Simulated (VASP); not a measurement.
# Zr5Ti3 in VASP: further runs, part 2 of 2

VASP 6.6.1. The steps go on from the part before.

**4. Single point, PBE**

The input, INCAR:

```
SYSTEM = Zr5Ti3
ALGO = Normal
EDIFF = 1E-6
ENCUT = 400
GGA = PE
GGA_COMPAT = .FALSE.
ISIF = 2
ISMEAR = -1
ISYM = -1
LASPH = .TRUE.
LCHARG = .FALSE.
LREAL = Auto
LWAVE = .FALSE.
NBANDS = 162
NELM = 120
PREC = Accurate
SIGMA = 0.1853
```

The input, KPOINTS:

```
explicit points
1
Reciprocal
  0.25000000   0.25000000   0.25000000 1
```

The input, POSCAR:

```
Zr5Ti3
1.0
    8.0883500000     -0.0717440000      0.2860350000
   -0.0717440000      7.8939330000     -0.0068350000
    0.2860350000     -0.0068350000      8.1197920000
Zr Ti
15 9
Direct
    0.7345236853      0.0139634616      0.4176976403
    0.0176058136      0.4878361924      0.7943095687
    0.8326704075      0.8566881623      0.7808119449
    0.2621980893      0.1209359802      0.7494345627
    0.1164004995      0.0524884210      0.2482869194
    0.5599355836      0.7516973980      0.5111745076
    0.4686162833      0.0740875018      0.1156355642
    0.9138893746      0.5095685623      0.2377483997
    1.0020073561      0.1261980208      0.5399715152
    0.0926864624      0.7972082741      0.0365772111
    0.6340538561      0.4340870389     -0.0174921488
    0.2669668136      0.4692169766      0.0841417176
    0.4204295398      0.4572751814      0.7643522042
    0.7532944445      0.3739598345      0.6267039155
    0.3461106203      0.2006486230      0.4351757634
    0.4008230355      0.8167775269      0.8647294484
    0.1915434915      0.8112660869      0.6627709012
    0.9528474386      0.7203520379      0.4515928350
    0.8795759606      0.1408232048      0.0397433846
    0.2564462181      0.5248160164      0.4744686223
    0.3531625580      0.7682745710      0.3038324509
    0.6383158318      0.7451316542      0.0899815298
    0.6018869916      0.4634859213      0.3309479086
    0.6490877526      0.1183783506      0.8230601598
```

Potentials or basis: VASP PAW PBE potentials, release 64 (Zr_sv, Ti_sv).

On the command line:

```console
> cat potpaw_PBE.64/Zr_sv/POTCAR potpaw_PBE.64/Ti_sv/POTCAR > POTCAR
> mpirun -np 1 vasp_std > vasp.out
```

OUTCAR:

```text
SYSTEM = Zr5Ti3
   EDIFF = 1E-6
   ENCUT = 400
   GGA = PE
   ISIF = 2
   ISMEAR = -1
   ISYM = -1
   LASPH = .TRUE.
   LREAL = Auto
   NELM = 120
   PREC = Accurate

 ion  position               nearest neighbor table
   1  0.735  0.014  0.418-   6 2.57   9 2.59  18 2.96   5 3.30  14 3.31   3 3.36  19 3.36   7 3.42
                            15 3.49
   2  0.018  0.488  0.794-  14 2.75  17 3.05  20 3.14  10 3.21  12 3.21  13 3.27   3 3.30  11 3.38
                             9 3.53   4 3.54   8 3.65
   3  0.833  0.857  0.781-  24 2.57  18 2.99  22 2.99  17 3.02  10 3.10  19 3.11   9 3.13   2 3.30
                             6 3.31   1 3.36
   4  0.262  0.121  0.749-  17 2.61  15 2.67   9 2.80  16 2.86  13 2.93  24 3.23   7 3.54   2 3.54
                            10 3.65  12 3.86
   5  0.116  0.052  0.248-   9 2.55  10 2.66  15 2.73  19 2.75   7 2.98  21 3.03   1 3.30  18 3.31
                            12 3.71
   6  0.560  0.752  0.511-  21 2.46   1 2.57  23 2.72  20 3.05  16 3.11  17 3.19  18 3.20  13 3.24
                             3 3.31  14 3.55
   7  0.469  0.074  0.116-  24 2.72  15 2.90  16 2.95  22 2.96  21 2.96   5 2.98  11 3.27  19 3.37
                             1 3.42   4 3.54  12 3.56  10 3.81
   8  0.914  0.510  0.238-  18 2.44  23 2.60  12 3.06  10 3.08  11 3.22  22 3.23  19 3.34  14 3.49
                             2 3.65
   9  0.002  0.126  0.540-   5 2.55   1 2.59   4 2.80  14 2.88  15 2.90   3 3.13  17 3.15  18 3.31
                             2 3.53
  10  0.093  0.797  0.037-   5 2.66  16 2.77  12 3.01   8 3.08  17 3.09   3 3.10  21 3.14   2 3.21
                            19 3.24   4 3.65   7 3.81
  11  0.634  0.434  0.983-  13 2.57  22 2.60  24 2.81  23 2.83  14 3.02  12 3.04  19 3.13   8 3.22
                             7 3.27   2 3.38
  12  0.267  0.469  0.084-  13 2.80  10 3.01  11 3.04  21 3.06   8 3.06  20 3.20   2 3.21  16 3.39
                             7 3.56  15 3.66   5 3.71   4 3.86
  13  0.420  0.457  0.764-  11 2.57  12 2.80  20 2.84  14 2.93   4 2.93  16 2.96   6 3.24   2 3.27
                            24 3.33  15 3.43
  14  0.753  0.374  0.627-  24 2.66   2 2.75  23 2.87   9 2.88  13 2.93  11 3.02   1 3.31   8 3.49
                             6 3.55
  15  0.346  0.201  0.435-   4 2.67  20 2.68   5 2.73   7 2.90   9 2.90  23 2.99  13 3.43   1 3.49
                            12 3.66
  16  0.401  0.817  0.865-  17 2.44  10 2.77  22 2.81   4 2.86   7 2.95  13 2.96   6 3.11  12 3.39

  17  0.192  0.811  0.663-  16 2.44   4 2.61  18 2.76  20 2.77   3 3.02   2 3.05  10 3.09   9 3.15
                             6 3.19
  18  0.953  0.720  0.452-   8 2.44  17 2.76   1 2.96   3 2.99   6 3.20   9 3.31   5 3.31
  19  0.880  0.141  0.040-  24 2.66   5 2.75   3 3.11  11 3.13  10 3.24   8 3.34   1 3.36   7 3.37

  20  0.256  0.525  0.474-  21 2.46  15 2.68  17 2.77  13 2.84   6 3.05   2 3.14  12 3.20
  21  0.353  0.768  0.304-  20 2.46   6 2.46  22 2.80   7 2.96   5 3.03  12 3.06  10 3.14
  22  0.638  0.745  0.090-  11 2.60  21 2.80  16 2.81   7 2.96   3 2.99   8 3.23
  23  0.602  0.463  0.331-   8 2.60   6 2.72  11 2.83  14 2.87  15 2.99
  24  0.649  0.118  0.823-   3 2.57  19 2.66  14 2.66   7 2.72  11 2.81   4 3.23  13 3.33

IMPORTANT INFORMATION: All symmetrisations will be switched off!
NOSYMM: (Re-)initialisation of all symmetry stuff for point group C_1.

----------------------------------------------------------------------------------------

                                     Primitive cell

  volume of cell :     517.7520

  direct lattice vectors                    reciprocal lattice vectors
     8.088350000 -0.071744000  0.286035000     0.123798747  0.001121370 -0.004360101
    -0.071744000  7.893933000 -0.006835000     0.001121370  0.126689815  0.000067141
     0.286035000 -0.006835000  8.119792000    -0.004360101  0.000067141  0.123309513

  length of vectors
     8.093724047  7.894261975  8.124831374     0.123880578  0.126694795  0.123386592

  position of ions in fractional coordinates (direct lattice)
[... 70 lines left out ...]
   NGXF,Y,Z  is equivalent  to a cutoff of  22.18, 22.74, 22.10 a.u.
 SYSTEM =  Zr5Ti3
   PREC   = accura    normal or accurate (medium, high low for compatibility)
   ISTART =      0    job   : 0-new  1-cont  2-samecut
   ICHARG =      2    charge: 1-file 2-atom 10-const
   ISPIN  =      1    spin polarized calculation?
   LNONCOLLINEAR =      F non collinear calculations
   LSORBIT =      F    spin-orbit coupling
   LASPH  =      T    aspherical Exc in radial PAW
   ENCUT  =  400.0 eV  29.40 Ry    5.42 a.u.  13.20 12.87 13.25*2*pi/ulx,y,z
   NELM   =    120;   NELMIN=  2; NELMDL= -5     # of ELM steps
   EDIFF  = 0.1E-05   stopping-criterion for ELM
   LREAL  =      T    real-space projection
   EDIFFG = 0.1E-04   stopping-criterion for IOM
   NSW    =      0    number of steps for IOM
   IBRION =     -1    ionic relax: 0-MD 1-quasi-New 2-CG
   NFREE  =      0    steps in history (QN), initial steepest desc. (CG)
   ISIF   =      2    stress and relaxation
   ISYM   =     -1    0-nonsym 1-usesym 2-fastsym
   POTIM  = 0.5000    time-step for ionic-motion
   TEBEG  =    0.0;   TEEND  =   0.0 temperature during run
   PSTRESS=    0.0 pullay stress
   NELECT =     288.0000    total number of electrons
   NUPDOWN=      -1.0000    fix difference up-down
   EMIN   =  10.00;   EMAX   =-10.00  energy-range for DOS
   EFERMI =   0.00;   METHOD = LEGACY
   ISMEAR =    -1;   SIGMA  =   0.19  broadening in eV -4-tet -1-fermi 0-gaus
   EFERMI_NEDOS =   21; number of points for ismear=-14 and -15
   IALGO  =     38    algorithm
   IMIX   =      4    mixing-type and parameters
     AMIX     =   0.40;   BMIX     =  1.00
     AMIX_MAG =   1.60;   BMIX_MAG =  1.00
  volume/ion in A,a.u.               =      21.57       145.58
  Fermi-wavevector in a.u.,A,eV,Ry     =   1.346372  2.544274 24.663519  1.812718
  Thomas-Fermi vector in A             =   2.474209
   LORBIT       =      0    0 simple, 1 ext, 2 COOP (PROOUT), +10 PAW based schemes
   GGA     = PE    functional components
   LHFCALC =     F    Hartree Fock is set to
   AEXX    =    0.0000 exact exchange contribution
   IVDW    =     0    specifies the selected vdW correction
   LEPSILON=     F    determine dielectric tensor
   LRPA    =     F    only Hartree local field effects (RPA)
 non-spin polarized calculation
  energy-cutoff  :      400.00
  volume of cell :      517.75
 maximum number of plane-waves:      9404
 NGX is ok and might be reduce to    54
   NGX = 27   NGY = 25   NGZ = 27

 number of electron     287.9999992 magnetization

 Free energy of the ion-electron system (eV)
  ---------------------------------------------------
  ext. energy  EPLUGINS =         0.00000000
  ---------------------------------------------------
  free energy    TOTEN  =      -187.69817571 eV

  energy without entropy =     -183.80268361  energy(sigma->0) =     -185.75042966

 E-fermi :   8.2376     XC(G=0): -10.9993

 val. band max:        8.1936111306   @ k =   0.2500   0.2500   0.2500
 cond. band min:       8.2548963520   @ k =   0.2500   0.2500   0.2500
 fundamental gap:      0.0612852214
 Fermi energy:         8.2375698996

 k-point     1 :       0.2500    0.2500    0.2500
  band No.  band energies     occupation
      1     -48.7153      2.00000
      2     -48.5535      2.00000
      3     -48.3844      2.00000
      4     -48.3341      2.00000
      5     -48.2551      2.00000
      6     -48.2294      2.00000
[... 148 lines left out ...]
    155       8.8258      0.08027
    156       8.8870      0.05835
 [bands above 156 left out]

------------------------ aborting loop because EDIFF is reached ----------------------------------------

  FORCE on cell =-STRESS in cart. coord.  units (eV):
  Direction    XX          YY          ZZ          XY          YZ          ZX
  --------------------------------------------------------------------------------------
  -------------------------------------------------------------------------------------
  Total       11.7339859      4.4395042     12.4482064     -0.1327329      9.9512718      2.6951067
  in kB       36.3106789     13.7379927     38.5208256     -0.4107403     30.7940916      8.3399755
  external PRESSURE =      29.5231657 kB  Pullay stress =       0.0000000 kB

 VOLUME and BASIS-vectors are now :
 -----------------------------------------------------------------------------
  energy-cutoff  :      400.00
  volume of cell :      517.75
      direct lattice vectors                 reciprocal lattice vectors
     8.088350000 -0.071744000  0.286035000     0.123798747  0.001121370 -0.004360101
    -0.071744000  7.893933000 -0.006835000     0.001121370  0.126689815  0.000067141
     0.286035000 -0.006835000  8.119792000    -0.004360101  0.000067141  0.123309513

 POSITION                                       TOTAL-FORCE (eV/Angst)
 -----------------------------------------------------------------------------------
      6.05956      0.05467      3.60162        -0.978751      1.530768     -1.294604
      0.33460      3.84425      6.45133         0.826657     -0.115009      1.021416
      6.89681      6.69756      6.57235         0.373052     -1.445490     -0.427475
      2.32644      0.93073      6.15942        -0.302146      0.604026      3.132024
      1.00874      0.40429      2.04897        -0.243246      0.175955     -1.394851
      4.62124      5.89018      4.30565         0.571268     -0.183264      1.818945
[... 16 lines left out ...]
      4.92968      3.61328      2.85622        -1.545162     -0.957230     -0.371790
      5.47698      0.88228      6.86793        -0.910713     -0.851255     -0.765449
 -----------------------------------------------------------------------------------
    total drift:                                0.001984      0.003690     -0.005264

  FREE ENERGIE OF THE ION-ELECTRON SYSTEM (eV)
  ---------------------------------------------------
  free  energy   TOTEN  =      -187.6981757070 eV

  energy  without entropy=     -183.8026836128  energy(sigma->0) =     -185.75042966
```

It took 5.6 min on 1 thread of Intel Xeon Platinum 8375C at 2.90GHz (Ice Lake), shared host; peak memory 0.4 GiB.

Results:

* Free energy: -187.6982 eV
* Pressure: 3.0 GPa
* Largest force: 3.204 eV/Å

Forces on the atoms (eV/Å):
```
Zr  -0.979  1.531 -1.295
Zr   0.827 -0.115  1.021
Zr   0.373 -1.445 -0.427
Zr  -0.302  0.604  3.132
Zr  -0.243  0.176 -1.395
Zr   0.571 -0.183  1.819
Zr   0.115  0.483 -0.441
Zr   0.754 -1.621 -1.237
Zr   0.432  0.933  1.939
Zr  -0.849 -0.114 -0.314
Zr   1.845 -0.254  1.427
Zr   0.252 -0.916  1.372
Zr  -1.264  0.458 -2.249
Zr  -0.436  1.167 -1.553
Zr   2.056 -0.504 -0.413
Ti   1.821 -0.176  1.047
Ti  -0.833 -0.847 -1.721
Ti   0.211  0.843  1.122
Ti  -0.292  0.467 -0.272
Ti  -1.049 -0.401  0.288
Ti  -1.127  0.527 -1.755
Ti   0.572  1.197  1.040
Ti  -1.545 -0.957 -0.372
Ti  -0.911 -0.851 -0.765
```

Levels at points of the mesh, in eV from the Fermi level:
```
           k point  band 141  band 142  band 143  band 144  band 145  band 146  band 147  band 148
(0.25, 0.25, 0.25)     -0.21     -0.16     -0.09     -0.04      0.02      0.11      0.16      0.22
```

Caveat: the atoms stand as in a frame of molecular dynamics.

**5. Summary**

| cell | pressure (GPa) | largest force (eV/Å) |
| --- | --- | --- |
| as given, atomic positions A | 2.4 | 2.85 |
| as given, atomic positions B | 3.6 | 4.99 |
| as given, atomic positions C | 3.0 | 3.20 |

Alike in all rows: task single point; level PBE; potentials or basis VASP PAW PBE potentials, release 64 (Zr_sv, Ti_sv); no spin polarisation; k mesh 1 × 1 × 1, shifted; cutoff (eV) 400; smearing fermi-dirac 0.1853 eV.

Caveats: the atoms stand as in a frame of molecular dynamics.

Total energies depend on the potentials used, so only differences within one code and one set of settings carry meaning.
